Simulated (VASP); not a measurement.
Write the native input for VASP 6.6.1 that does the following.

* Task: relaxation of cell and atoms
* Functional: PBE
* Potentials or basis: VASP PAW PBE potentials, release 64 (Pd, Pt, Se)
* Cutoff: 600 eV
* k mesh: 8 × 8 × 6
* Occupations: gaussian, width 0.1 eV
* Spin: no spin polarisation
* Dipole correction: no
* Further INCAR settings: ALGO = Normal; EDIFF = 1e-06; IBRION = 2; EDIFFG = -0.01; NSW = 100; ISIF = 3

The structure of PdPt2Se3 lies in POSCAR:

```
PdPt2Se3
1.0
    5.0910910146      0.0000000000      0.0000000000
    0.0000000000      5.0910910146      0.0000000000
    0.0000000000      0.0000000000      7.1126487749
Pd Pt Se
1 2 3
Direct
    0.5000000000      0.5000000000      0.0000000000
    0.0000000000      0.5000000000      0.0000000000
    0.5000000000      0.0000000000      0.0000000000
    0.5000000000      0.5000000000      0.3330761001
    0.5000000000      0.5000000000      0.6669238999
    0.0000000000      0.0000000000      0.0000000000
```

These files were run (other wordings do the same):

INCAR

```
ALGO = Normal
EDIFF = 1E-6
EDIFFG = -0.01
ENCUT = 600
GGA = PE
IBRION = 2
ISIF = 3
ISMEAR = 0
LASPH = True
LCHARG = False
LREAL = False
LWAVE = False
NELM = 80
NSW = 100
PREC = Accurate
SIGMA = 0.1
```

KPOINTS

```
k-points
0
Gamma
  8 8 6
```

Potentials or basis: VASP PAW PBE potentials, release 64 (Pd, Pt, Se).

Run with:

```sh
$ cat potpaw_PBE.64/Pd/POTCAR potpaw_PBE.64/Pt/POTCAR potpaw_PBE.64/Se/POTCAR > POTCAR
$ mpirun -np 1 vasp_std > vasp.out
```

It gave:

* Relaxed volume: 30.62 Å³/atom
* Relaxed cell: a = 5.092 Å, b = 5.092 Å, c = 7.087 Å, α = 90.00°, β = 90.00°, γ = 90.00°
* Space group after relaxing (to 0.05 Å): P4/mmm (No. 123)
* Energy gained by relaxing: 0.2 meV/atom
* Ionic steps: 7
* Pressure after relaxing: 0.0 GPa
* Band gap on the k mesh: zero (band 24 reaches 2.27 eV, above the bottom of band 25 at 1.44 eV)

Caveat: spin-orbit coupling is left out, which moves the levels of the heavy elements.

Wall time 22 min on 1 thread of Intel(R) Xeon(R) Platinum 8488C (Sapphire Rapids), on a shared host, peak memory 0.61 GiB.
